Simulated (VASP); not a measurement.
# Li (P4/mbm) in VASP: relaxation of cell and atoms with PBE

Aim: the relaxation of cell and atoms of Li with PBE.

Everything below comes from runs of VASP 6.6.1. Logs are shortened: lines on timing, memory, paths and dates and some standing lists are left out, and cuts for length are marked.

### 1 The cell of the first run

The structure is tetragonal, space group P4/mbm (No. 127). Conventional cell: a = 7.675 Å, b = 7.675 Å, c = 3.527 Å, α = 90.00°, β = 90.00°, γ = 90.00°. Li (site symmetry m2m) has 13 Li at 2.80 to 3.61 Å within 3.7 Å. Within 3.9 Å of Li (site symmetry 4/m) lie 14 Li at 3.00 to 3.53 Å. Within 3.7 Å of Li (site symmetry m2m) lie 11 Li at 2.80 to 3.53 Å.

### 2 Relaxation of cell and atoms, PBE

INCAR

```
PREC = Accurate
ENCUT = 600
EDIFF = 1E-6
ISMEAR = 0
SIGMA = 0.1
LREAL = False
LASPH = True
NELM = 80
ALGO = Fast
ISIF = 3
LWAVE = False
LCHARG = False
GGA = PE
IBRION = 2
NSW = 100
EDIFFG = -0.01
```

KPOINTS

```
regular mesh
0
Gamma
  6 6 10
```

POSCAR

```
Li
1.0
    7.6746345725      0.0000000000      0.0000000000
    0.0000000000      7.6746345725      0.0000000000
    0.0000000000      0.0000000000      3.5274928473
Li
10
Direct
    0.6664842694      0.8335157306      0.5000000000
    0.8335157306      0.3335157306      0.5000000000
    0.3335157306      0.1664842694      0.5000000000
    0.1664842694      0.6664842694      0.5000000000
    0.5000000000      0.5000000000      0.0000000000
    0.0000000000      0.0000000000      0.0000000000
    0.6326725702      0.1326725702      0.0000000000
    0.8673274298      0.6326725702      0.0000000000
    0.1326725702      0.3673274298      0.0000000000
    0.3673274298      0.8673274298      0.0000000000
```

Potentials or basis: VASP PAW PBE potentials, release 64 (Li_sv).

Launch:

```bash
$ cat potpaw_PBE.64/Li_sv/POTCAR > POTCAR
$ mpirun -np 1 vasp_std > vasp.out
```

OUTCAR:

```text
PREC = Accurate
   ENCUT = 600
   EDIFF = 1E-6
   ISMEAR = 0
   LREAL = False
   LASPH = True
   NELM = 80
   ISIF = 3
   GGA = PE
   IBRION = 2
   NSW = 100
   EDIFFG = -0.01

 ion  position               nearest neighbor table
   1  0.666  0.834  0.500-
   2  0.834  0.334  0.500-
   3  0.334  0.166  0.500-
   4  0.166  0.666  0.500-
   5  0.500  0.500  0.000-
   6  0.000  0.000  0.000-
   7  0.633  0.133  0.000-
   8  0.867  0.633  0.000-
   9  0.133  0.367  0.000-
  10  0.367  0.867  0.000-

  LATTYP: Found a simple tetragonal cell.
 ALAT       =     7.6746345725
 C/A-ratio  =     0.4596300728

  Lattice vectors:

 A1 = (   7.6746345725,   0.0000000000,   0.0000000000)
 A2 = (   0.0000000000,   7.6746345725,   0.0000000000)
 A3 = (   0.0000000000,   0.0000000000,   3.5274928473)

Analysis of symmetry for initial positions (statically):
=====================================================================
 Subroutine PRICEL returns:
 Original cell was already a primitive cell.

 Routine SETGRP: Setting up the symmetry group for a
 simple tetragonal supercell.

 Subroutine GETGRP returns: Found 16 space group operations
 (whereof  8 operations were pure point group operations)
 out of a pool of 16 trial point group operations.

The static configuration has the point symmetry C_4h.
 The point group associated with its full space group is D_4h.

Analysis of symmetry for dynamics (positions and initial velocities):
=====================================================================
 Subroutine PRICEL returns:
 Original cell was already a primitive cell.

 Routine SETGRP: Setting up the symmetry group for a
 simple tetragonal supercell.

 Subroutine GETGRP returns: Found 16 space group operations
 (whereof  8 operations were pure point group operations)
 out of a pool of 16 trial point group operations.

The dynamic configuration has the point symmetry C_4h.
 The point group associated with its full space group is D_4h.

 Subroutine INISYM returns: Found 16 space group operations
 (whereof  8 operations are pure point group operations),
 and found     1 'primitive' translations

----------------------------------------------------------------------------------------

                                     Primitive cell

  volume of cell :     207.7694

  direct lattice vectors                    reciprocal lattice vectors
     7.674634572  0.000000000  0.000000000     0.130299364  0.000000000  0.000000000
     0.000000000  7.674634572  0.000000000     0.000000000  0.130299364  0.000000000
     0.000000000  0.000000000  3.527492847     0.000000000  0.000000000  0.283487464

  length of vectors
     7.674634572  7.674634572  3.527492847     0.130299364  0.130299364  0.283487464

  position of ions in fractional coordinates (direct lattice)
     0.666484269  0.833515731  0.500000000
     0.833515731  0.333515731  0.500000000
     0.333515731  0.166484269  0.500000000
     0.166484269  0.666484269  0.500000000
     0.500000000  0.500000000  0.000000000
     0.000000000  0.000000000  0.000000000
     0.632672570  0.132672570  0.000000000
     0.867327430  0.632672570  0.000000000
     0.132672570  0.367327430  0.000000000
     0.367327430  0.867327430  0.000000000

  ion indices of the primitive-cell ions
   primitive index   ion index
                 1           1
                 2           2
                 3           3
                 4           4
                 5           5
                 6           6
                 7           7
                 8           8
                 9           9
                10          10

----------------------------------------------------------------------------------------

 KPOINTS: regular mesh

Automatic generation of k-mesh.
 Grid dimensions read from file:
 generate k-points for:    6    6   10

 Generating k-lattice:

  Cartesian coordinates                     Fractional coordinates (reciprocal lattice)
     0.021716561  0.000000000  0.000000000     0.166666667  0.000000000  0.000000000
     0.000000000  0.021716561  0.000000000     0.000000000  0.166666667  0.000000000
     0.000000000  0.000000000  0.028348746     0.000000000  0.000000000  0.100000000

  Length of vectors
     0.021716561  0.021716561  0.028348746

  Shift w.r.t. Gamma in fractional coordinates (k-lattice)
     0.000000000  0.000000000  0.000000000

 Subroutine IBZKPT returns following result:
 ===========================================

 Found     60 irreducible k-points:

 Following reciprocal coordinates:
            Coordinates               Weight
  0.000000  0.000000  0.000000      1.000000
  0.166667  0.000000  0.000000      4.000000
  0.333333  0.000000  0.000000      4.000000
  0.500000  0.000000  0.000000      2.000000
  0.166667  0.166667  0.000000      4.000000
  0.333333  0.166667  0.000000      8.000000
[... 16 lines left out ...]
  0.333333  0.000000  0.200000      8.000000
  0.500000  0.000000  0.200000      4.000000
 [... further k-points ...]
   k-points           NKPTS =     60   k-points in BZ     NKDIM =     60   number of bands    NBANDS=     21
   number of dos      NEDOS =    301   number of ions     NIONS =     10
   total plane-waves  NPLWV = 114688
   dimension x,y,z NGX =    64 NGY =   64 NGZ =   28
   dimension x,y,z NGXF=   128 NGYF=  128 NGZF=   56
   ions per type =              10
   NGX,Y,Z   is equivalent  to a cutoff of  13.86, 13.86, 13.20 a.u.
   NGXF,Y,Z  is equivalent  to a cutoff of  27.73, 27.73, 26.39 a.u.
 SYSTEM =  unknown system
   PREC   = accura    normal or accurate (medium, high low for compatibility)
   ISTART =      0    job   : 0-new  1-cont  2-samecut
   ICHARG =      2    charge: 1-file 2-atom 10-const
   ISPIN  =      1    spin polarized calculation?
   LNONCOLLINEAR =      F non collinear calculations
   LSORBIT =      F    spin-orbit coupling
   LASPH  =      T    aspherical Exc in radial PAW
   ENCUT  =  600.0 eV  44.10 Ry    6.64 a.u.  15.33 15.33  7.05*2*pi/ulx,y,z
   NELM   =     80;   NELMIN=  2; NELMDL= -5     # of ELM steps
   EDIFF  = 0.1E-05   stopping-criterion for ELM
   LREAL  =      F    real-space projection
   EDIFFG = -.1E-01   stopping-criterion for IOM
   NSW    =    100    number of steps for IOM
   IBRION =      2    ionic relax: 0-MD 1-quasi-New 2-CG
   NFREE  =      1    steps in history (QN), initial steepest desc. (CG)
   ISIF   =      3    stress and relaxation
   ISYM   =      2    0-nonsym 1-usesym 2-fastsym
   POTIM  = 0.5000    time-step for ionic-motion
   TEBEG  =    0.0;   TEEND  =   0.0 temperature during run
   PSTRESS=    0.0 pullay stress
   NELECT =      30.0000    total number of electrons
   NUPDOWN=      -1.0000    fix difference up-down
   EMIN   =  10.00;   EMAX   =-10.00  energy-range for DOS
   EFERMI =   0.00;   METHOD = LEGACY
   ISMEAR =     0;   SIGMA  =   0.10  broadening in eV -4-tet -1-fermi 0-gaus
   EFERMI_NEDOS =   21; number of points for ismear=-14 and -15
   IALGO  =     68    algorithm
   IMIX   =      4    mixing-type and parameters
     AMIX     =   0.40;   BMIX     =  1.00
     AMIX_MAG =   1.60;   BMIX_MAG =  1.00
  volume/ion in A,a.u.               =      20.78       140.21
  Fermi-wavevector in a.u.,A,eV,Ry     =   0.858858  1.623006 10.036163  0.737637
  Thomas-Fermi vector in A             =   1.976126
   LORBIT       =      0    0 simple, 1 ext, 2 COOP (PROOUT), +10 PAW based schemes
   GGA     = PE    functional components
   LHFCALC =     F    Hartree Fock is set to
   AEXX    =    0.0000 exact exchange contribution
   IVDW    =     0    specifies the selected vdW correction
   LEPSILON=     F    determine dielectric tensor
   LRPA    =     F    only Hartree local field effects (RPA)
 conjugate gradient relaxation of ions
 non-spin polarized calculation
 RMM-DIIS sequential band-by-band and
 Gauss-broadening in eV      SIGMA  =   0.10
  energy-cutoff  :      600.00
  volume of cell :      207.77
 maximum number of plane-waves:      6994
 NGX is ok and might be reduce to    64
   NGX = 31   NGY = 31   NGZ = 15

--------------------------------------- Ionic step        1  -------------------------------------------

 number of electron      30.0000023 magnetization

 Free energy of the ion-electron system (eV)
  ---------------------------------------------------
  ext. energy  EPLUGINS =         0.00000000
  ---------------------------------------------------
  free energy    TOTEN  =       -18.55891418 eV

  energy without entropy =      -18.52766847  energy(sigma->0) =      -18.54329132

------------------------ aborting loop because EDIFF is reached ----------------------------------------

  FORCE on cell =-STRESS in cart. coord.  units (eV):
  Direction    XX          YY          ZZ          XY          YZ          ZX
  --------------------------------------------------------------------------------------
  -------------------------------------------------------------------------------------
  Total        0.3739429      0.3739429     -0.8166046      0.0000000     -0.0000000      0.0000000
  in kB        2.8835951      2.8835951     -6.2971037      0.0000000     -0.0000000      0.0000000
  external PRESSURE =      -0.1766379 kB  Pullay stress =       0.0000000 kB
[... 249 lines left out ...]
  energy  without entropy=      -18.6222355354  energy(sigma->0) =      -18.63477496

--------------------------------------- Ionic step        7  -------------------------------------------

 number of electron      30.0000052 magnetization

 Free energy of the ion-electron system (eV)
  ---------------------------------------------------
  ext. energy  EPLUGINS =         0.00000000
  ---------------------------------------------------
  free energy    TOTEN  =       -18.64823788 eV

  energy without entropy =      -18.62293510  energy(sigma->0) =      -18.63558649

 E-fermi :   0.5417     XC(G=0):  -6.9742

 val. band max:        0.5362081031   @ k =   0.1667   0.1667   0.1000
 cond. band min:       0.5442625703   @ k =   0.5000   0.5000   0.5000
 fundamental gap:      0.0080544672
 Fermi energy:         0.5417253330

 k-point     1 :       0.0000    0.0000    0.0000
  band No.  band energies     occupation
      1     -46.1979      2.00000
      2     -46.1979      2.00000
      3     -46.0069      2.00000
      4     -45.9955      2.00000
      5     -45.9941      2.00000
      6     -45.9941      2.00000
[... 550 lines left out ...]
      5     -45.9908      2.00000
      6     -45.9908      2.00000
[... 13 lines left out ...]
     20       2.9616      0.00000
     21       3.8371      0.00000

 [... further k-points ...]

------------------------ aborting loop because EDIFF is reached ----------------------------------------

  FORCE on cell =-STRESS in cart. coord.  units (eV):
  Direction    XX          YY          ZZ          XY          YZ          ZX
  --------------------------------------------------------------------------------------
  -------------------------------------------------------------------------------------
  Total       -0.0379944     -0.0379944     -0.0079854      0.0000000      0.0000000      0.0000000
  in kB       -0.2930502     -0.2930502     -0.0615912      0.0000000      0.0000000      0.0000000
  external PRESSURE =      -0.2158972 kB  Pullay stress =       0.0000000 kB
[... 25 lines left out ...]
  FREE ENERGIE OF THE ION-ELECTRON SYSTEM (eV)
  ---------------------------------------------------
  free  energy   TOTEN  =       -18.6482378844 eV

  energy  without entropy=      -18.6229351017  energy(sigma->0) =      -18.63558649

 reached required accuracy - stopping structural energy minimisation
```

Wall time 57 min (1 thread of Intel Xeon 8259CL, shared host); peak memory 0.48 GiB.

Results:

```yaml
Free_energy: -18.6482 eV
Relaxed_volume: 20.77 Å³/atom
Relaxed_cell: a = 8.012 Å, b = 8.012 Å, c = 3.236 Å, α = 90.00°, β = 90.00°, γ = 90.00°
Space_group_after_relaxing_to_0.1_Å: P4/mbm (No. 127)
Energy_gained_by_relaxing: 8.9 meV/atom
Ionic_steps: 7
Pressure_after_relaxing: 0.0 GPa
Largest_force_after_relaxing: 0.008 eV/Å
Band_gap_on_the_k_mesh: zero (bands 15 and 16 overlap by 2.35 eV)
```

Forces in eV/Å, atoms in the order of the input:
```
Li   0.002 -0.002  0.000
Li  -0.002 -0.002  0.000
Li  -0.002  0.002  0.000
Li   0.002  0.002  0.000
Li   0.000  0.000  0.000
Li   0.000  0.000  0.000
Li  -0.006 -0.006  0.000
Li   0.006 -0.006  0.000
Li  -0.006  0.006  0.000
Li   0.006  0.006  0.000
```

The path:
```
step  energy change (eV)  largest force (eV/Å)  pressure (GPa)  volume (Å³)
   1              0.0000                0.0132           -0.02       207.77
   2             -0.0047                0.0131           -0.02       207.70
   3             -0.0203                0.0136           -0.01       207.46
   4             -0.0542                0.0122            0.01       206.85
   5             -0.0883                0.0089            0.14       205.12
   6             -0.0884                0.0086            0.13       205.22
   7             -0.0893                0.0079           -0.02       207.72
```

Final structure:
```
Li
1.0
     8.01197    0.00000    0.00000
     0.00000    8.01197    0.00000
     0.00000    0.00000    3.23601
Li
10
Direct
  0.66583 0.83417 0.50000
  0.83417 0.33417 0.50000
  0.33417 0.16583 0.50000
  0.16583 0.66583 0.50000
  0.50000 0.50000 0.00000
  0.00000 0.00000 0.00000
  0.63122 0.13122 0.00000
  0.86878 0.63122 0.00000
  0.13122 0.36878 0.00000
  0.36878 0.86878 0.00000
```

Caveat: the cutoff is under 1.25 times the usual one of these potentials, so pressure, stress and relaxed cells hold a basis-set (Pulay) error.
